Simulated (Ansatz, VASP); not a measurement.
# BP2 in VASP and in Ansatz

```
CELL_PARAMETERS angstrom
3.22000 0.00000 0.00000
-1.61000 2.78860 0.00000
0.00000 0.00000 9.80000
ATOMIC_POSITIONS crystal
B 0.00000 0.00000 0.33400
B 0.66667 0.33333 0.06700
P 0.00000 0.00000 0.53500
P 0.66667 0.33333 0.26700
P 0.33333 0.66667 0.00000
P 0.66667 0.33333 0.66400
```

Alike in both runs: task relaxation of cell and atoms; functional PBE; k mesh 6 × 6 × 2; occupations gaussian, width 0.2 eV; no spin polarisation.

|  | VASP | Ansatz |
| --- | --- | --- |
| version | VASP 6.6.1 | Ansatz 0.2.0 |
| potentials or method | VASP PAW PBE potentials, release 64 (B, P), cutoff 600 eV | scalar-relativistic, plane waves, PAW |
| valence electrons in the cell | 26 | 26 |

VASP gave:

```
gap on the k mesh at the Fermi level, each at its own relaxed structure (eV) : none
relaxed volume (Å³/atom)                                                     : 13.67
relaxed cell length with the largest relative difference (Å)                 : 8.885
```

Question: Estimate Ansatz's values.

Answer: gap on the k mesh at the Fermi level, each at its own relaxed structure (eV): none; relaxed volume (Å³/atom): 13.66; relaxed cell length with the largest relative difference (Å): 8.863.

A gap of «none» marks a metal or a gap that the smearing closes.

The k mesh is coarse, so the values compare programs but aren't converged.
